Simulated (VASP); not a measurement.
# V (Im-3m) in VASP: notebook, part 2 of 2

VASP 6.6.1. Earlier steps stand in the parts before.

## 3. Electric field gradients, r2SCAN

This run uses another cell than the first one, of 13.89 Å³/atom, 1.048 times its volume.

POSCAR

```
V
1.0
   -1.5143500000      1.5143500000      1.5143500000
    1.5143500000     -1.5143500000      1.5143500000
    1.5143500000      1.5143500000     -1.5143500000
V
1
Direct
    0.0000000000      0.0000000000      0.0000000000
```

INCAR.step1

```
ALGO     = Normal         # electronic algorithm
EDIFF    = 1E-4           # SCF threshold, eV
ENCUT    = 520            # plane-wave cutoff, eV
GGA      = PE             # functional
ISMEAR   = 0              # smearing method
LASPH    = T              # aspherical terms in the spheres
LCHARG   = F              # write CHGCAR
LREAL    = F              # projectors in reciprocal space
LWAVE    = T              # write WAVECAR
NBANDS   = 12             # bands
NELM     = 80             # most SCF steps
PREC     = Accurate       # precision mode
SIGMA    = 0.05           # smearing width, eV
```

INCAR.step2

```
ALGO     = Normal         # electronic algorithm
EDIFF    = 1E-8           # SCF threshold, eV
ENCUT    = 520            # plane-wave cutoff, eV
ISIF     = 2              # what is computed and relaxed
ISMEAR   = 0              # smearing method
ISTART   = 1            
LASPH    = T              # aspherical terms in the spheres
LCHARG   = F              # write CHGCAR
LEFG     = T            
LMIXTAU  = T            
LREAL    = F              # projectors in reciprocal space
LWAVE    = F              # write WAVECAR
METAGGA  = R2SCAN         # meta-GGA
NBANDS   = 12             # bands
NELM     = 80             # most SCF steps
PREC     = Accurate       # precision mode
SIGMA    = 0.05           # smearing width, eV
```

KPOINTS

```
k-points
0
Gamma
  20 20 20
```

Potentials or basis: VASP PAW PBE potentials, release 64 (V_sv).

Command:

```sh
$ cat potpaw_PBE.64/V_sv/POTCAR > POTCAR
$ cp INCAR.step1 INCAR
$ mpirun -np 1 vasp_std > vasp.out
$ cp INCAR.step2 INCAR
$ mpirun -np 1 vasp_std > vasp.out
```

OUTCAR:

```text
EDIFF = 1E-8
   ENCUT = 520
   ISIF = 2
   ISMEAR = 0
   ISTART = 1
   LASPH = T
   LREAL = F
   METAGGA = R2SCAN
   NELM = 80
   PREC = Accurate

 ion  position               nearest neighbor table
   1  0.000  0.000  0.000-

  LATTYP: Found a body centered cubic cell.
 ALAT       =     3.0287000000

  Lattice vectors:

 A1 = (  -1.5143500000,   1.5143500000,   1.5143500000)
 A2 = (   1.5143500000,  -1.5143500000,   1.5143500000)
 A3 = (   1.5143500000,   1.5143500000,  -1.5143500000)

Analysis of symmetry for initial positions (statically):
=====================================================================
 Subroutine PRICEL returns:
 Original cell was already a primitive cell.

 Routine SETGRP: Setting up the symmetry group for a
 body centered cubic supercell.

 Subroutine GETGRP returns: Found 48 space group operations
 (whereof 48 operations were pure point group operations)
 out of a pool of 48 trial point group operations.

The static configuration has the point symmetry O_h .

Analysis of symmetry for dynamics (positions and initial velocities):
=====================================================================
 Subroutine PRICEL returns:
 Original cell was already a primitive cell.

 Routine SETGRP: Setting up the symmetry group for a
 body centered cubic supercell.

 Subroutine GETGRP returns: Found 48 space group operations
 (whereof 48 operations were pure point group operations)
 out of a pool of 48 trial point group operations.

The dynamic configuration has the point symmetry O_h .

 Subroutine INISYM returns: Found 48 space group operations
 (whereof 48 operations are pure point group operations),
 and found     1 'primitive' translations

----------------------------------------------------------------------------------------

                                     Primitive cell

  volume of cell :      13.8912

  direct lattice vectors                    reciprocal lattice vectors
    -1.514350000  1.514350000  1.514350000     0.000000000  0.330174662  0.330174662
     1.514350000 -1.514350000  1.514350000     0.330174662  0.000000000  0.330174662
     1.514350000  1.514350000 -1.514350000     0.330174662  0.330174662  0.000000000

  length of vectors
     2.622931140  2.622931140  2.622931140     0.466937486  0.466937486  0.466937486

  position of ions in fractional coordinates (direct lattice)
     0.000000000  0.000000000  0.000000000

  ion indices of the primitive-cell ions
   primitive index   ion index
                 1           1

----------------------------------------------------------------------------------------

 KPOINTS: k-points

Automatic generation of k-mesh.
 Grid dimensions read from file:
 generate k-points for:   20   20   20

 Generating k-lattice:
[... 71 lines left out ...]
   TEBEG  =    0.0;   TEEND  =   0.0 temperature during run
   PSTRESS=    0.0 pullay stress
   NELECT =      13.0000    total number of electrons
   NUPDOWN=      -1.0000    fix difference up-down
   EMIN   =  10.00;   EMAX   =-10.00  energy-range for DOS
   EFERMI =   0.00;   METHOD = LEGACY
   ISMEAR =     0;   SIGMA  =   0.05  broadening in eV -4-tet -1-fermi 0-gaus
   EFERMI_NEDOS =   21; number of points for ismear=-14 and -15
   IALGO  =     38    algorithm
   IMIX   =      4    mixing-type and parameters
     AMIX     =   0.40;   BMIX     =  1.00
     AMIX_MAG =   1.60;   BMIX_MAG =  1.00
  volume/ion in A,a.u.               =      13.89        93.74
  Fermi-wavevector in a.u.,A,eV,Ry     =   1.601313  3.026044 34.888125  2.564205
  Thomas-Fermi vector in A             =   2.698311
   LORBIT       =      0    0 simple, 1 ext, 2 COOP (PROOUT), +10 PAW based schemes
   METAGGA = R2SCAN    functional components
   LHFCALC =     F    Hartree Fock is set to
   AEXX    =    0.0000 exact exchange contribution
   IVDW    =     0    specifies the selected vdW correction
   LEPSILON=     F    determine dielectric tensor
   LRPA    =     F    only Hartree local field effects (RPA)
 non-spin polarized calculation
 Gauss-broadening in eV      SIGMA  =   0.05
  energy-cutoff  :      520.00
  volume of cell :       13.89
 maximum number of plane-waves:       386
   NGX =  9   NGY =  9   NGZ =  9

 number of electron      12.9999997 magnetization

 Free energy of the ion-electron system (eV)
  ---------------------------------------------------
  ext. energy  EPLUGINS =         0.00000000
  ---------------------------------------------------
  free energy    TOTEN  =       -14.11618836 eV

  energy without entropy =      -14.11375524  energy(sigma->0) =      -14.11497180

 E-fermi :   9.2790     XC(G=0): -13.8808

 val. band max:        9.2782226140   @ k =  -0.2500   0.2500   0.1000
 cond. band min:       9.2801740425   @ k =  -0.2500   0.3500   0.1000
 fundamental gap:      0.0019514285
 Fermi energy:         9.2790467555

 k-point     1 :       0.0000    0.0000    0.0000
  band No.  band energies     occupation
      1     -57.0842      2.00000
      2     -29.2830      2.00000
      3     -29.2829      2.00000
      4     -29.2829      2.00000
      5       2.2903      2.00000
      6       9.7530      0.00000
      7       9.7531      0.00000
      8       9.7531      0.00000
      9      11.8569      0.00000
     10      11.8569      0.00000
     11      30.2833      0.00000
     12      30.2833      0.00000
[... 331 lines left out ...]
 k-point    24 :       0.2500    0.1000   -0.0000
  band No.  band energies     occupation
      1     -56.9576      2.00000
      2     -29.8559      2.00000
      3     -29.4661      2.00000
      4     -29.3153      2.00000
      5       5.4367      2.00000
      6       8.6711      2.00000
      7       8.9921      2.00000
      8      11.4466      0.00000
      9      12.1126      0.00000
     10      12.2887      0.00000
     11      24.0278      0.00000
     12      26.6975      0.00000

 [... further k-points ...]

------------------------ aborting loop because EDIFF is reached ----------------------------------------

  FORCE on cell =-STRESS in cart. coord.  units (eV):
  Direction    XX          YY          ZZ          XY          YZ          ZX
  --------------------------------------------------------------------------------------
  -------------------------------------------------------------------------------------
  Total       -0.6681650     -0.6681650     -0.6681650      0.0000000      0.0000000     -0.0000000
  in kB      -77.0647075    -77.0647075    -77.0647075      0.0000000      0.0000000     -0.0000000
  external PRESSURE =     -77.0647075 kB  Pullay stress =       0.0000000 kB

 VOLUME and BASIS-vectors are now :
 -----------------------------------------------------------------------------
  energy-cutoff  :      520.00
  volume of cell :       13.89
      direct lattice vectors                 reciprocal lattice vectors
    -1.514350000  1.514350000  1.514350000     0.000000000  0.330174662  0.330174662
     1.514350000 -1.514350000  1.514350000     0.330174662  0.000000000  0.330174662
     1.514350000  1.514350000 -1.514350000     0.330174662  0.330174662  0.000000000

 POSITION                                       TOTAL-FORCE (eV/Angst)
 -----------------------------------------------------------------------------------
      0.00000      0.00000      0.00000        -0.000000     -0.000000      0.000000
 -----------------------------------------------------------------------------------
    total drift:                                0.000000     -0.000000      0.000000

  FREE ENERGIE OF THE ION-ELECTRON SYSTEM (eV)
  ---------------------------------------------------
  free  energy   TOTEN  =       -14.1161883598 eV

  energy  without entropy=      -14.1137552377  energy(sigma->0) =      -14.11497180

 Electric field gradients (V/A^2)
---------------------------------------------------------------------
 ion       V_xx      V_yy      V_zz      V_xy      V_xz      V_yz
---------------------------------------------------------------------
   1      -0.000     0.000    -0.000     0.003     0.003     0.003
---------------------------------------------------------------------

 Electric field gradients after diagonalization (V/A^2)
 (convention: |V_zz| > |V_xx| > |V_yy|)
----------------------------------------------------------------------
 ion       V_xx      V_yy      V_zz     asymmetry (V_yy - V_xx)/ V_zz
----------------------------------------------------------------------
   1      -0.003    -0.003     0.006       0.000
----------------------------------------------------------------------

           NMR quadrupolar parameters

 Cq : quadrupolar parameter    Cq=e*Q*V_zz/h
 eta: asymmetry parameters     (V_yy - V_xx)/ V_zz
 Q  : nuclear electric quadrupole moment in mb (millibarn)
----------------------------------------------------------------------
 ion       Cq(MHz)       eta       Q (mb)
----------------------------------------------------------------------
   1       0.000       0.000       1.000
----------------------------------------------------------------------
```

Run time: 81 s. Hardware: 1 thread of AMD EPYC 9R45 (Zen 5), shared host; peak memory 0.13 GiB.

Results:

| Item | Value |
| --- | --- |
| Free energy | -14.1162 eV |
| Pressure | -7.7 GPa |

Levels at points of the mesh, in eV from the Fermi level:
```
           k point  band 4  band 5  band 6  band 7  band 8  band 9  band 10  band 11
(0.00, 0.00, 0.00)  -38.56   -6.99    0.47    0.47    0.47    2.58     2.58    21.00
(0.50, 0.00, 0.00)  -38.57   -3.23   -1.09    1.40    2.54    2.93     4.12    10.21
(0.50, 0.50, 0.50)  -39.14   -2.96   -2.96    3.73    3.73    3.73    10.34    10.34
```

Caveat: without QUAD_EFG the Cq values of the log hold for a quadrupole moment of 1 mb, not for the nuclei; the PAW data sets were made with another functional, which shifts forces and pressure a little.
